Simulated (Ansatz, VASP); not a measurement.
**One calculation of FeGe, two programs**

```xyz
8
Lattice="4.6626 0.0000 0.0000 0.0000 4.6626 0.0000 0.0000 0.0000 4.6626" Properties=species:S:1:pos:R:3 pbc="T T T"
Fe    0.6290    0.6290    0.6290
Fe    1.7023    4.0336    2.9603
Fe    2.9603    1.7023    4.0336
Fe    4.0336    2.9603    1.7023
Ge    3.9248    3.9248    3.9248
Ge    3.0691    0.7378    1.5935
Ge    1.5935    3.0691    0.7378
Ge    0.7378    1.5935    3.0691
```

Alike in both runs: task single point; functional PBE; k mesh 8 × 8 × 8; occupations gaussian, width 0.05 eV; no spin polarisation.

|  | VASP | Ansatz |
| --- | --- | --- |
| version | VASP 6.6.1 | Ansatz 0.2.0 |
| potentials or method | VASP PAW PBE potentials, release 64 (Fe, Ge_d), cutoff 520 eV | scalar-relativistic, plane waves, PAW |
| valence electrons in the cell | 88 | 120 |

Ansatz gave:

```
gap on the k mesh at the Fermi level (eV) : 0.09
least direct gap on the mesh (eV)         : 0.12
pressure (GPa)                            : -3.0
rms of the force components (eV/Å)        : 0.165
```

Question: Estimate VASP's values.

Answer: gap on the k mesh at the Fermi level (eV): 0.09; least direct gap on the mesh (eV): 0.11; pressure (GPa): -2.9; rms of the force components (eV/Å): 0.160.

Atom by atom the forces differ by 0.011 eV/Å (rms over components). VASP's potentials hold 88 valence electrons a cell and Ansatz's 120, so a difference there can come from the potentials and not from the codes.
